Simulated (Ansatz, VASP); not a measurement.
# Rh: VASP beside Ansatz

```
CELL_PARAMETERS angstrom
2.65002 0.00000 0.00000
-1.32501 2.29498 0.00000
0.00000 0.00000 4.81375
ATOMIC_POSITIONS crystal
Rh 0.66667 0.33333 0.75000
Rh 0.33333 0.66667 0.25000
```

Alike in both runs: task single point; functional PBEsol; k mesh 21 × 21 × 12; occupations gaussian, width 0.15 eV; no spin polarisation.

|  | VASP | Ansatz |
| --- | --- | --- |
| version | VASP 6.6.1 | Ansatz 0.2.0 |
| potentials or method | VASP PAW PBE potentials, release 64 (Rh_pv), cutoff 520 eV | scalar-relativistic, plane waves, PAW |
| valence electrons in the cell | 30 | 34 |

```csv
,VASP,Ansatz,Ansatz less VASP
gap on the k mesh at the Fermi level (eV),none,none,-
pressure (GPa),-15.1,-15.0,+0.13
"traceless stress, the component that is largest in VASP (GPa)",-17.48,-17.53,-0.048
```

VASP's potentials were made for PBE, not for PBEsol, and Ansatz warns of the same on its side. A gap of «none» marks a metal or a gap that the smearing closes. VASP's potentials hold 30 valence electrons a cell and Ansatz's 34, so a difference there can come from the potentials and not from the codes.
